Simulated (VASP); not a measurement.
A run of VASP 6.6.1:

The input POSCAR:

```
CO2
1.0
    8.5889170000      0.0000000000      0.0000000000
    0.0000000000      8.5889170000      0.0000000000
    0.0000000000      0.0000000000      8.5889170000
C O
12 24
Direct
    0.6650314586      0.8518769014      0.2763212172
    0.3048929219      0.3034026292      0.5906681832
    0.0139482079      0.7702600922      0.9096839567
    0.3274219555      0.0390386821      0.9475234188
    0.9085429513      0.1547692218      0.3087816543
    0.3555861583      0.5635634854      0.1625466866
    0.6774078734      0.4498588122      0.5300319004
   -0.0104669774      0.4283892835      0.0337528003
    0.0800566591      0.6013098043      0.4775456556
    0.9973667227      0.1929113997      0.7872005283
    0.7237932326      0.9558597434      0.6034870287
    0.4166299430      0.6932305901      0.6984699002
    0.5338740612      0.8792726720      0.2920857193
    0.7983660804      0.8302210861      0.2911426435
    0.2644920192      0.3336509131      0.7138501862
    0.3382382203      0.2548516885      0.4735172083
   -0.0213298138      0.8611446589      1.0037936098
    0.0690773936      0.7021839890      0.8021150979
    0.2601957849      0.0059611707      1.0642319631
    0.4195523138      0.0600424943      0.8473361659
    0.9989385158      0.1549438654      0.4017153734
    0.7851746617      0.1590538132      0.2387262562
    0.4897474268      0.5127771057      0.1821533495
    0.2358737429      0.6241415536      0.1479930473
    0.5981662182      0.4043816001      0.6254572026
    0.7685951558      0.4747513569      0.4368420372
    0.1116322349      0.3649936307      0.0434397026
   -0.1189323404      0.4977111783      0.0040633761
    0.0624991486      0.7374270819      0.4629338018
    0.1068469983      0.4747629998      0.4497656689
    1.0615308077      0.0749104922      0.7875614586
    0.9480589928      0.3161050456      0.7658940004
    0.7115216039      0.8465444479      0.6826821123
    0.7016134863      1.0748852271      0.5390551568
    0.4851717626      0.6652526739      0.8091241306
    0.3592420325      0.7328164890      0.5800731338
```

INCAR.step1

```
PREC = Accurate ; ENCUT = 520
ISMEAR = -1 ; SIGMA = 0.02
LREAL = Auto ; LASPH = True
NELM = 100 ; NBANDS = 120
GGA = PE ; ALGO = Normal
EDIFF = 1E-4 ; LWAVE = True
LCHARG = False
```

INCAR.step2

```
PREC = Accurate ; ENCUT = 520
EDIFF = 1E-6 ; ISMEAR = -1
SIGMA = 0.02 ; LREAL = Auto
LASPH = True ; NELM = 100
ALGO = Normal ; ISIF = 2
LWAVE = False ; LCHARG = False
METAGGA = R2SCAN ; LMIXTAU = True
IVDW = 12 ; VDW_S6 = 1.0
VDW_S8 = 0.78981345 ; VDW_A1 = 0.49484001
VDW_A2 = 5.73083694 ; NBANDS = 120
ISTART = 1
```

Contents of KPOINTS:

```
regular mesh
0
Gamma
  1 1 1
```

Potentials or basis: VASP PAW PBE potentials, release 64 (C, O).

Launch:

```sh
$ cat potpaw_PBE.64/C/POTCAR potpaw_PBE.64/O/POTCAR > POTCAR
$ cp INCAR.step1 INCAR
$ mpirun -np 1 vasp_gam > vasp.out
$ cp INCAR.step2 INCAR
$ mpirun -np 1 vasp_gam > vasp.out
```

Hardware: 1 thread of AMD EPYC 9R45 96-Core Processor (Zen 5), with other jobs on the host.

Question: Estimate the wall time of this run.

Answer: Wall time 4.2 min on 1 thread of AMD EPYC 9R45 96-Core Processor (Zen 5), on a shared host, peak memory 0.59 GiB. Counts: k points 1.
